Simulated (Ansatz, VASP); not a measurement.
# GaN in VASP and in Ansatz

```
CELL_PARAMETERS angstrom
3.21843 0.00000 0.00000
-1.60921 2.78724 0.00000
0.00000 0.00000 5.24303
ATOMIC_POSITIONS crystal
Ga 0.33979 0.67480 0.98061
Ga 0.67313 0.34147 0.48061
N 0.32687 0.65853 0.39439
N 0.66021 0.32520 0.89439
```

Change from the starting cell: all N atoms moved 0.2 Å in one direction.

Alike in both runs: task single point; functional PBE; k mesh 12 × 12 × 4; occupations gaussian, width 0.05 eV; no spin polarisation.

|  | VASP | Ansatz |
| --- | --- | --- |
| version | VASP 6.6.1 | Ansatz 0.2.0 |
| potentials or method | VASP PAW PBE potentials, release 64 (Ga_d, N), cutoff 520 eV | scalar-relativistic, plane waves, PAW |
| valence electrons in the cell | 36 | 36 |

|  | VASP | Ansatz | Ansatz less VASP |
| --- | --- | --- | --- |
| gap on the k mesh at the Fermi level (eV) | 1.53 | 1.52 | -0.003 |
| least direct gap on the mesh (eV) | 1.53 | 1.52 | -0.003 |
| pressure (GPa) | 2.9 | 2.9 | -0.02 |
| traceless stress, the component that is largest in VASP (GPa) | -7.14 | -7.29 | -0.153 |
| rms of the force components (eV/Å) | 0.830 | 0.840 | +0.0100 |

Atom by atom the forces differ by 0.010 eV/Å (rms over components). The functional is the same, so the differences come from potentials, cutoffs and numerics.
